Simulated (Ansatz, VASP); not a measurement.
TiAlF in VASP and in Ansatz

The input INCAR:

```
SYSTEM = TiAlF
PREC     = Accurate       ! precision mode
ENCUT    = 600            ! plane-wave cutoff, eV
EDIFF    = 1E-6           ! SCF threshold, eV
ISMEAR   = 0              ! smearing method
SIGMA    = 0.1            ! smearing width, eV
LREAL    = .False.        ! projectors in reciprocal space
LASPH    = .True.         ! aspherical terms in the spheres
NELM     = 100            ! most SCF steps
ALGO     = Normal         ! electronic algorithm
ISIF     = 3              ! what is computed and relaxed
LWAVE    = .False.        ! write WAVECAR
LCHARG   = .False.        ! write CHGCAR
GGA      = PE             ! functional
IBRION   = 2              ! ionic algorithm
NSW      = 100            ! ionic steps
EDIFFG   = -0.01          ! ionic threshold
```

KPOINTS

```
Automatic mesh
0
Gamma
  16 16 8
  0 0 0
```

File POSCAR:

```
TiAlF
1.0
    2.9704548702      0.0000000000      0.0000000000
    0.0000000000      2.9704548702      0.0000000000
    0.0000000000      0.0000000000      5.4849832887
Ti Al F
1 1 1
Direct
    0.5000000000      0.5000000000      0.0000000000
    0.5000000000      0.5000000000      0.5000000000
    0.0000000000      0.0000000000      0.0000000000
```

Input for Ansatz:

```yaml
crystal:
  lattice:
    - [2.9704548702, 0.0, 0.0]
    - [0.0, 2.9704548702, 0.0]
    - [0.0, 0.0, 5.4849832887]
  atoms:
    - { symbol: Ti, position: [0.5, 0.5, 0.0] }
    - { symbol: Al, position: [0.5, 0.5, 0.5] }
    - { symbol: F, position: [0.0, 0.0, 0.0] }
basis:
  ecutwfc: 420
kpoints:
  mp_grid: { grid: [16, 16, 8] }
hamiltonian:
  xc: pbe
scf:
  occupations: { method: gaussian, width: 0.1 }
output:
  forces: true
  stress: true
  eigenvalues: true
  write_density: true
  write_potential: true
  elf: true
  volumetric_format: npy
relax:
  adjacent_minimum: "off"
  f_tol: 0.01
  max_steps: 80
  cell: { stress_tol: 0.05 }
```

Alike in both runs: task relaxation of cell and atoms; functional PBE; k mesh 16 × 16 × 8; occupations gaussian, width 0.1 eV; no spin polarisation.

|  | VASP | Ansatz |
| --- | --- | --- |
| version | VASP 6.6.1 | Ansatz 0.2.0 |
| potentials or method | VASP PAW PBE potentials, release 64 (Ti_sv, Al, F), cutoff 600 eV | scalar-relativistic, plane waves, PAW |
| valence electrons in the cell | 22 | 22 |

```tsv
	VASP	Ansatz	Ansatz less VASP
gap on the k mesh at the Fermi level, each at its own relaxed structure (eV)	none	none	-
relaxed volume (Å³/atom)	16.19	16.17	-0.020
relaxed cell length with the largest relative difference (Å)	2.965	2.962	-0.0025
```

A gap of «none» marks a metal or a gap that the smearing closes.
